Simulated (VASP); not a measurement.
Wanted: the native input for a VASP 6.6.1 run.

| Property | Result |
| --- | --- |
| Task | single point |
| Functional | PBEsol |
| Potentials or basis | VASP PAW PBE potentials, release 64 (Ta_pv, N) |
| Cutoff | 520 eV |
| k mesh | 18 × 18 × 16 |
| Occupations | gaussian, width 0.15 eV |
| Spin | no spin polarisation |
| Dipole correction | no |
| Further INCAR settings | ALGO = Normal; EDIFF = 1e-06; NBANDS = 15 |

The structure of TaN lies in POSCAR:

```
TaN
1.0
    3.0555188128      0.0000000000      0.0000000000
   -1.5277594064      2.4426063818      0.0000000000
    0.0000000000      0.0000000000      2.8830000000
Ta N
1 1
Direct
    0.3333333333      0.6666666667      0.5000000000
    0.0000000000      0.0000000000      0.0000000000
```

This cell differs from its parent crystal: strain +0.0400 x Voigt [1, -1, 0, 0, 0, 0].

One way to write it, as run:

INCAR

```
SYSTEM = TaN
PREC = Accurate ; ENCUT = 520
EDIFF = 1E-6 ; ISMEAR = 0
SIGMA = 0.15 ; LREAL = .FALSE.
LASPH = .TRUE. ; NELM = 60
ALGO = Normal ; ISIF = 2
LWAVE = .FALSE. ; LCHARG = .TRUE.
GGA = PS ; LELF = .TRUE.
LVHAR = .TRUE. ; NBANDS = 15
```

KPOINTS

```
regular mesh
0
G
  18 18 16
  0 0 0
```

Potentials or basis: VASP PAW PBE potentials, release 64 (Ta_pv, N).

Run with:

```console
$ cat potpaw_PBE.64/Ta_pv/POTCAR potpaw_PBE.64/N/POTCAR > POTCAR
$ mpirun -np 1 vasp_std > vasp.out
```

Results of the run:

* Pressure: -2.4 GPa
* Largest force: 0.214 eV/Å
* Band gap on the k mesh: zero (bands 8 and 9 overlap by 0.50 eV)

Caveat: the cell differs from its parent crystal (strain +0.0400 x Voigt [1, -1, 0, 0, 0, 0]); the PAW data sets were made with another functional, which shifts forces and pressure a little; spin-orbit coupling is left out, which moves the levels of the heavy elements.

Run time: 3.9 min on 1 thread of Intel Xeon 8259CL, on a shared host, peak memory 0.38 GiB.
